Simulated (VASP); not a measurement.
# Al2O3 (R-3c) in VASP: further runs

Al2O3 is run at these levels: PBE, LDA, PBEsol, r2SCAN; tasks: electric field gradients.

Everything below comes from runs of VASP 6.6.1. Logs are shortened: lines on timing, memory, paths and dates and some standing lists are left out, and cuts for length are marked.

### Step 1. The cell of the first run

It takes space group R-3c (No. 167, trigonal). The conventional cell has a = 4.805 Å, b = 4.805 Å, c = 13.116 Å, α = 90.00°, β = 90.00°, γ = 120.00°. Al (site symmetry 3) has 6 O at 1.87 to 1.99 Å within 2.5 Å. O (site symmetry 2) has 4 Al at 1.87 to 1.99 Å within 2.5 Å.

### Step 2. Electric field gradients, PBE

Contents of INCAR:

```
PREC = Accurate
ENCUT = 520
EDIFF = 1E-8
ISMEAR = -1
SIGMA = 0.02
LREAL = F
LASPH = T
NELM = 100
ALGO = Normal
ISIF = 2
LWAVE = F
LCHARG = F
GGA = PE
LEFG = T
NBANDS = 35
```

Contents of KPOINTS:

```
regular mesh
0
Gamma
  8 8 8
```

Contents of POSCAR:

```
Al2O3
1.0
    2.4025136104      1.3870918797      4.3720844159
   -2.4025136104      1.3870918797      4.3720844159
    0.0000000000     -2.7741837594      4.3720844159
Al O
4 6
Direct
    0.6479040000      0.6479040000      0.6479040000
    0.8520960000      0.8520960000      0.8520960000
    0.1479040000      0.1479040000      0.1479040000
    0.3520960000      0.3520960000      0.3520960000
    0.4438545000      0.0561455000      0.7500000000
    0.9438545000      0.2500000000      0.5561455000
    0.0561455000      0.7500000000      0.4438545000
    0.7500000000      0.4438545000      0.0561455000
    0.2500000000      0.5561455000      0.9438545000
    0.5561455000      0.9438545000      0.2500000000
```

Potentials or basis: VASP PAW PBE potentials, release 64 (Al, O).

Run with:

```console
$ cat potpaw_PBE.64/Al/POTCAR potpaw_PBE.64/O/POTCAR > POTCAR
$ mpirun -np 1 vasp_std > vasp.out
```

OUTCAR:

```text
PREC = Accurate
   ENCUT = 520
   EDIFF = 1E-8
   ISMEAR = -1
   LREAL = F
   LASPH = T
   NELM = 100
   ISIF = 2
   GGA = PE

 ion  position               nearest neighbor table
   1  0.648  0.648  0.648-   6 1.87  10 1.87   9 1.87   5 1.99   7 1.99   8 1.99   2 2.68   4 2.82
                             4 2.82   4 2.82   2 3.25   2 3.25   2 3.25
   2  0.852  0.852  0.852-   9 1.87  10 1.87   6 1.87   5 1.99   8 1.99   7 1.99   1 2.68   3 2.82
                             3 2.82   3 2.82   1 3.25   1 3.25   1 3.25
   3  0.148  0.148  0.148-   8 1.87   5 1.87   7 1.87  10 1.99   9 1.99   6 1.99   4 2.68   2 2.82
                             2 2.82   2 2.82   4 3.25   4 3.25   4 3.25
   4  0.352  0.352  0.352-   7 1.87   5 1.87   8 1.87  10 1.99   6 1.99   9 1.99   3 2.68   1 2.82
                             1 2.82   1 2.82   3 3.25   3 3.25   3 3.25
   5  0.444  0.056  0.750-   3 1.87   4 1.87   1 1.99   2 1.99
   6  0.944  0.250  0.556-   1 1.87   2 1.87   4 1.99   3 1.99
   7  0.056  0.750  0.444-   4 1.87   3 1.87   1 1.99   2 1.99
   8  0.750  0.444  0.056-   3 1.87   4 1.87   2 1.99   1 1.99
   9  0.250  0.556  0.944-   2 1.87   1 1.87   3 1.99   4 1.99
  10  0.556  0.944  0.250-   1 1.87   2 1.87   3 1.99   4 1.99

  LATTYP: Found a trigonal (rhomboedric) cell.
 ALAT       =     5.1779549699
 COS(alpha) =     0.5694286086

  Lattice vectors:

 A1 = (   2.4025136104,   1.3870918797,   4.3720844159)
 A2 = (  -2.4025136104,   1.3870918797,   4.3720844159)
 A3 = (   0.0000000000,  -2.7741837594,   4.3720844159)

Analysis of symmetry for initial positions (statically):
=====================================================================
 Subroutine PRICEL returns:
 Original cell was already a primitive cell.

 Routine SETGRP: Setting up the symmetry group for a
 trigonal (rhombohedral) supercell.

 Subroutine GETGRP returns: Found 12 space group operations
 (whereof  6 operations were pure point group operations)
 out of a pool of 12 trial point group operations.

The static configuration has the point symmetry S_6 .
 The point group associated with its full space group is D_3d.

Analysis of symmetry for dynamics (positions and initial velocities):
=====================================================================
 Subroutine PRICEL returns:
 Original cell was already a primitive cell.

 Routine SETGRP: Setting up the symmetry group for a
 trigonal (rhombohedral) supercell.

 Subroutine GETGRP returns: Found 12 space group operations
 (whereof  6 operations were pure point group operations)
 out of a pool of 12 trial point group operations.

The dynamic configuration has the point symmetry S_6 .
 The point group associated with its full space group is D_3d.

 Subroutine INISYM returns: Found 12 space group operations
 (whereof  6 operations are pure point group operations),
 and found     1 'primitive' translations

----------------------------------------------------------------------------------------

                                     Primitive cell

  volume of cell :      87.4200

  direct lattice vectors                    reciprocal lattice vectors
     2.402513610  1.387091880  4.372084416     0.208115366  0.120155463  0.076241285
    -2.402513610  1.387091880  4.372084416    -0.208115366  0.120155463  0.076241285
     0.000000000 -2.774183759  4.372084416     0.000000000 -0.240310925  0.076241285

  length of vectors
     5.177954970  5.177954970  5.177954970     0.252115201  0.252115201  0.252115201

  position of ions in fractional coordinates (direct lattice)
     0.647904000  0.647904000  0.647904000
     0.852096000  0.852096000  0.852096000
     0.147904000  0.147904000  0.147904000
     0.352096000  0.352096000  0.352096000
     0.443854500  0.056145500  0.750000000
     0.943854500  0.250000000  0.556145500
     0.056145500  0.750000000  0.443854500
     0.750000000  0.443854500  0.056145500
     0.250000000  0.556145500  0.943854500
     0.556145500  0.943854500  0.250000000

[... 93 lines left out ...]
   TEBEG  =    0.0;   TEEND  =   0.0 temperature during run
   PSTRESS=    0.0 pullay stress
   NELECT =      48.0000    total number of electrons
   NUPDOWN=      -1.0000    fix difference up-down
   EMIN   =  10.00;   EMAX   =-10.00  energy-range for DOS
   EFERMI =   0.00;   METHOD = LEGACY
   ISMEAR =    -1;   SIGMA  =   0.02  broadening in eV -4-tet -1-fermi 0-gaus
   EFERMI_NEDOS =   21; number of points for ismear=-14 and -15
   IALGO  =     38    algorithm
   IMIX   =      4    mixing-type and parameters
     AMIX     =   0.40;   BMIX     =  1.00
     AMIX_MAG =   1.60;   BMIX_MAG =  1.00
  volume/ion in A,a.u.               =       8.74        58.99
  Fermi-wavevector in a.u.,A,eV,Ry     =   1.340556  2.533283 24.450898  1.797090
  Thomas-Fermi vector in A             =   2.468859
   LORBIT       =      0    0 simple, 1 ext, 2 COOP (PROOUT), +10 PAW based schemes
   GGA     = PE    functional components
   LHFCALC =     F    Hartree Fock is set to
   AEXX    =    0.0000 exact exchange contribution
   IVDW    =     0    specifies the selected vdW correction
   LEPSILON=     F    determine dielectric tensor
   LRPA    =     F    only Hartree local field effects (RPA)
 non-spin polarized calculation
  energy-cutoff  :      520.00
  volume of cell :       87.42
 maximum number of plane-waves:      2368
   NGX = 19   NGY = 19   NGZ = 19

 number of electron      48.0000009 magnetization

 Free energy of the ion-electron system (eV)
  ---------------------------------------------------
  ext. energy  EPLUGINS =         0.00000000
  ---------------------------------------------------
  free energy    TOTEN  =       -74.81175120 eV

  energy without entropy =      -74.81175120  energy(sigma->0) =      -74.81175120

 E-fermi :   6.3072     XC(G=0): -11.5481

 val. band max:        5.8204941673   @ k =   0.0000   0.0000   0.0000
 cond. band min:      11.6965513719   @ k =   0.0000   0.0000   0.0000
 fundamental gap:      5.8760572046
 Fermi energy:         6.3071987025

 k-point     1 :       0.0000    0.0000    0.0000
  band No.  band energies     occupation
      1     -13.2069      2.00000
      2     -10.9794      2.00000
      3     -10.7138      2.00000
      4     -10.7138      2.00000
      5     -10.4062      2.00000
      6     -10.4062      2.00000
[... 901 lines left out ...]
     34      18.9029      0.00000
     35      19.4303      0.00000

 [... further k-points ...]
[... 5 lines left out ...]
  --------------------------------------------------------------------------------------
  -------------------------------------------------------------------------------------
  Total        0.2051789      0.2051789      0.1442450      0.0000000     -0.0000000     -0.0000000
  in kB        3.7603856      3.7603856      2.6436291      0.0000000     -0.0000000     -0.0000000
  external PRESSURE =       3.3881334 kB  Pullay stress =       0.0000000 kB

 VOLUME and BASIS-vectors are now :
 -----------------------------------------------------------------------------
  energy-cutoff  :      520.00
  volume of cell :       87.42
      direct lattice vectors                 reciprocal lattice vectors
     2.402513610  1.387091880  4.372084416     0.208115366  0.120155463  0.076241285
    -2.402513610  1.387091880  4.372084416    -0.208115366  0.120155463  0.076241285
     0.000000000 -2.774183759  4.372084416     0.000000000 -0.240310925  0.076241285

 POSITION                                       TOTAL-FORCE (eV/Angst)
 -----------------------------------------------------------------------------------
      0.00000      0.00000      8.49807         0.000000     -0.000000     -0.012650
      0.00000      0.00000     11.17631         0.000000     -0.000000      0.012650
      0.00000      0.00000      1.93995         0.000000     -0.000000     -0.012650
      0.00000      0.00000      4.61818         0.000000     -0.000000      0.012650
      0.93148     -1.38709      5.46511        -0.006309     -0.000000     -0.000000
      1.66699      0.11314      7.65115        -0.003155     -0.005464     -0.000000
     -1.66699     -0.11314      5.46511         0.003155      0.005464     -0.000000
      0.73552      1.50023      5.46511         0.003155     -0.005464     -0.000000
     -0.73552     -1.50023      7.65115        -0.003155      0.005464     -0.000000
     -0.93148      1.38709      7.65115         0.006309     -0.000000      0.000000
 -----------------------------------------------------------------------------------
    total drift:                               -0.000000      0.000000     -0.000000

  FREE ENERGIE OF THE ION-ELECTRON SYSTEM (eV)
  ---------------------------------------------------
  free  energy   TOTEN  =       -74.8117512025 eV

  energy  without entropy=      -74.8117512025  energy(sigma->0) =      -74.81175120

 Electric field gradients (V/A^2)
---------------------------------------------------------------------
 ion       V_xx      V_yy      V_zz      V_xy      V_xz      V_yz
---------------------------------------------------------------------
   1      -2.922    -2.922     5.845     0.000    -0.000     0.000
   2      -2.922    -2.922     5.845    -0.000     0.000     0.000
   3      -2.922    -2.922     5.845    -0.000     0.000     0.000
   4      -2.922    -2.922     5.845    -0.000    -0.000     0.000
   5       9.546    -6.127    -3.419     0.000    -0.000   -34.195
   6      -2.209     5.628    -3.419     6.787   -29.614    17.097
   7      -2.209     5.628    -3.419     6.787   -29.614    17.097
   8      -2.209     5.628    -3.419    -6.787    29.614    17.097
   9      -2.209     5.628    -3.419    -6.787    29.614    17.097
  10       9.546    -6.127    -3.419    -0.000    -0.000   -34.195
---------------------------------------------------------------------

 Electric field gradients after diagonalization (V/A^2)
 (convention: |V_zz| > |V_xx| > |V_yy|)
----------------------------------------------------------------------
 ion       V_xx      V_yy      V_zz     asymmetry (V_yy - V_xx)/ V_zz
----------------------------------------------------------------------
   1      -2.922    -2.922     5.845       0.000
   2      -2.922    -2.922     5.845       0.000
   3      -2.922    -2.922     5.845       0.000
   4      -2.922    -2.922     5.845       0.000
   5      29.449     9.546   -38.995       0.510
   6      29.449     9.546   -38.995       0.510
   7      29.449     9.546   -38.995       0.510
   8      29.449     9.546   -38.995       0.510
   9      29.449     9.546   -38.995       0.510
  10      29.449     9.546   -38.995       0.510
----------------------------------------------------------------------

           NMR quadrupolar parameters

 Cq : quadrupolar parameter    Cq=e*Q*V_zz/h
 eta: asymmetry parameters     (V_yy - V_xx)/ V_zz
 Q  : nuclear electric quadrupole moment in mb (millibarn)
----------------------------------------------------------------------
 ion       Cq(MHz)       eta       Q (mb)
----------------------------------------------------------------------
   1       0.014       0.000       1.000
   2       0.014       0.000       1.000
   3       0.014       0.000       1.000
   4       0.014       0.000       1.000
   5      -0.094       0.510       1.000
   6      -0.094       0.510       1.000
   7      -0.094       0.510       1.000
   8      -0.094       0.510       1.000
   9      -0.094       0.510       1.000
  10      -0.094       0.510       1.000
----------------------------------------------------------------------
```

Run time: 4.6 min. Hardware: 1 thread of Intel Xeon Platinum 8259CL at 2.50GHz (Skylake/Cascade Lake), shared host; peak memory 0.31 GiB.

What came out:

```
Free energy            : -74.8118 eV
Pressure               : 0.3 GPa
Largest force          : 0.013 eV/Å
Band gap on the k mesh : 5.88 eV, direct
```

Forces in eV/Å, atoms in the order of the input:
```
Al   0.000  0.000 -0.013
Al   0.000  0.000  0.013
Al   0.000  0.000 -0.013
Al   0.000  0.000  0.013
O   -0.006  0.000  0.000
O   -0.003 -0.005  0.000
O    0.003  0.005  0.000
O    0.003 -0.005  0.000
O   -0.003  0.005  0.000
O    0.006  0.000  0.000
```

Stress tensor (GPa, compression positive):
```
0.38 0.00 0.00
0.00 0.38 0.00
0.00 0.00 0.26
```

Electric field gradients, principal values (V/Å²):
```
atom   least  middle  greatest (by size)
1 Al  -2.922  -2.922               5.845
2 Al  -2.922  -2.922               5.845
3 Al  -2.922  -2.922               5.845
4 Al  -2.922  -2.922               5.845
 5 O   9.546  29.449             -38.995
 6 O   9.546  29.449             -38.995
 7 O   9.546  29.449             -38.995
 8 O   9.546  29.449             -38.995
 9 O   9.546  29.449             -38.995
10 O   9.546  29.449             -38.995
```

Caveat: without QUAD_EFG the Cq values of the log hold for a quadrupole moment of 1 mb, not for the nuclei. A k mesh can miss the band edges.

### Step 3. Electric field gradients, LDA

Contents of INCAR:

```
SYSTEM = Al2O3
ALGO = Normal
EDIFF = 1E-8
ENCUT = 520
GGA = CA
ISIF = 2
ISMEAR = -1
LASPH = .TRUE.
LCHARG = .FALSE.
LEFG = .TRUE.
LREAL = .FALSE.
LWAVE = .FALSE.
NBANDS = 35
NELM = 80
PREC = Accurate
SIGMA = 0.02
```

Contents of KPOINTS:

```
k-points
0
G
  8 8 8
  0 0 0
```

POSCAR is that of step 2.

Potentials or basis: VASP PAW LDA potentials, release 64 (Al, O).

Run with:

```console
$ cat potpaw_LDA.64/Al/POTCAR potpaw_LDA.64/O/POTCAR > POTCAR
$ mpirun -np 1 vasp_std > vasp.out
```

OUTCAR:

```text
SYSTEM = Al2O3
   EDIFF = 1E-8
   ENCUT = 520
   GGA = CA
   ISIF = 2
   ISMEAR = -1
   LASPH = .TRUE.
   LREAL = .FALSE.
   NELM = 80
   PREC = Accurate

 ion  position               nearest neighbor table
   1  0.648  0.648  0.648-   6 1.87  10 1.87   9 1.87   5 1.99   7 1.99   8 1.99   2 2.68   4 2.82
                             4 2.82   4 2.82   2 3.25   2 3.25   2 3.25
   2  0.852  0.852  0.852-   9 1.87  10 1.87   6 1.87   5 1.99   8 1.99   7 1.99   1 2.68   3 2.82
                             3 2.82   3 2.82   1 3.25   1 3.25   1 3.25
   3  0.148  0.148  0.148-   8 1.87   5 1.87   7 1.87  10 1.99   9 1.99   6 1.99   4 2.68   2 2.82
                             2 2.82   2 2.82   4 3.25   4 3.25   4 3.25
   4  0.352  0.352  0.352-   7 1.87   5 1.87   8 1.87  10 1.99   6 1.99   9 1.99   3 2.68   1 2.82
                             1 2.82   1 2.82   3 3.25   3 3.25   3 3.25
   5  0.444  0.056  0.750-   3 1.87   4 1.87   1 1.99   2 1.99
   6  0.944  0.250  0.556-   1 1.87   2 1.87   4 1.99   3 1.99
[... 1187 lines left out ...]
----------------------------------------------------------------------
   1      -3.031    -3.031     6.062       0.000
   2      -3.031    -3.031     6.062       0.000
   3      -3.031    -3.031     6.062       0.000
   4      -3.031    -3.031     6.062       0.000
   5      28.401     9.145   -37.546       0.513
   6      28.401     9.145   -37.546       0.513
   7      28.401     9.145   -37.546       0.513
   8      28.401     9.145   -37.546       0.513
   9      28.401     9.145   -37.546       0.513
  10      28.401     9.145   -37.546       0.513
----------------------------------------------------------------------

           NMR quadrupolar parameters

 Cq : quadrupolar parameter    Cq=e*Q*V_zz/h
 eta: asymmetry parameters     (V_yy - V_xx)/ V_zz
 Q  : nuclear electric quadrupole moment in mb (millibarn)
----------------------------------------------------------------------
 ion       Cq(MHz)       eta       Q (mb)
----------------------------------------------------------------------
   1       0.015       0.000       1.000
   2       0.015       0.000       1.000
   3       0.015       0.000       1.000
   4       0.015       0.000       1.000
   5      -0.091       0.513       1.000
   6      -0.091       0.513       1.000
   7      -0.091       0.513       1.000
   8      -0.091       0.513       1.000
   9      -0.091       0.513       1.000
  10      -0.091       0.513       1.000
----------------------------------------------------------------------
```

OSZICAR:

```text
N       E                     dE             d eps       ncg     rms          rms(c)
DAV:   1     0.211557385335E+03    0.21156E+03   -0.25234E+04  4550   0.130E+03
DAV:   2    -0.786820584071E+02   -0.29024E+03   -0.28002E+03  5743   0.282E+02
DAV:   3    -0.911585059873E+02   -0.12476E+02   -0.12429E+02  5894   0.594E+01
DAV:   4    -0.912511576039E+02   -0.92652E-01   -0.92583E-01  5692   0.590E+00
DAV:   5    -0.912520690227E+02   -0.91142E-03   -0.91117E-03  5760   0.579E-01    0.173E+01
DAV:   6    -0.831607402879E+02    0.80913E+01   -0.28808E+01  5517   0.281E+01    0.619E+00
DAV:   7    -0.830619255735E+02    0.98815E-01   -0.81791E-01  5492   0.450E+00    0.318E+00
DAV:   8    -0.829794733677E+02    0.82452E-01   -0.82821E-02  5745   0.211E+00    0.724E-01
DAV:   9    -0.829726312101E+02    0.68422E-02   -0.12779E-02  5852   0.585E-01    0.270E-01
DAV:  10    -0.829727171911E+02   -0.85981E-04   -0.52225E-04  5438   0.138E-01    0.641E-02
DAV:  11    -0.829726915121E+02    0.25679E-04   -0.14775E-04  5588   0.702E-02    0.251E-02
DAV:  12    -0.829726918697E+02   -0.35758E-06   -0.43869E-06  5737   0.136E-02    0.677E-03
DAV:  13    -0.829726914754E+02    0.39427E-06   -0.13833E-06  5612   0.671E-03    0.157E-03
DAV:  14    -0.829726914729E+02    0.25079E-08   -0.71734E-08  5476   0.157E-03
   1 F= -.82972691E+02 E0= -.82972691E+02  d E =-.107436E-10
```

Run time: 3.6 min. Hardware: 1 thread of Intel Xeon Platinum 8259CL at 2.50GHz (Skylake/Cascade Lake), shared host; peak memory 0.28 GiB.

What came out:

```
Free energy            : -82.9727 eV
Pressure               : -10.9 GPa
Largest force          : 0.093 eV/Å
Band gap on the k mesh : 5.83 eV, direct
```

Forces in eV/Å, atoms in the order of the input:
```
Al   0.000  0.000  0.018
Al   0.000  0.000 -0.018
Al   0.000  0.000  0.018
Al   0.000  0.000 -0.018
O    0.093  0.000  0.000
O    0.046  0.080  0.000
O   -0.046 -0.080  0.000
O   -0.046  0.080  0.000
O    0.046 -0.080  0.000
O   -0.093  0.000  0.000
```

Stress tensor (GPa, compression positive):
```
-10.88   0.00   0.00
  0.00 -10.88   0.00
  0.00   0.00 -10.80
```

Electric field gradients, principal values (V/Å²):
| atom | least | middle | greatest (by size) |
| --- | --- | --- | --- |
| 1 Al | -3.031 | -3.031 | 6.062 |
| 2 Al | -3.031 | -3.031 | 6.062 |
| 3 Al | -3.031 | -3.031 | 6.062 |
| 4 Al | -3.031 | -3.031 | 6.062 |
| 5 O | 9.145 | 28.401 | -37.546 |
| 6 O | 9.145 | 28.401 | -37.546 |
| 7 O | 9.145 | 28.401 | -37.546 |
| 8 O | 9.145 | 28.401 | -37.546 |
| 9 O | 9.145 | 28.401 | -37.546 |
| 10 O | 9.145 | 28.401 | -37.546 |

Caveat: without QUAD_EFG the Cq values of the log hold for a quadrupole moment of 1 mb, not for the nuclei.

[end of part 1 of 2]
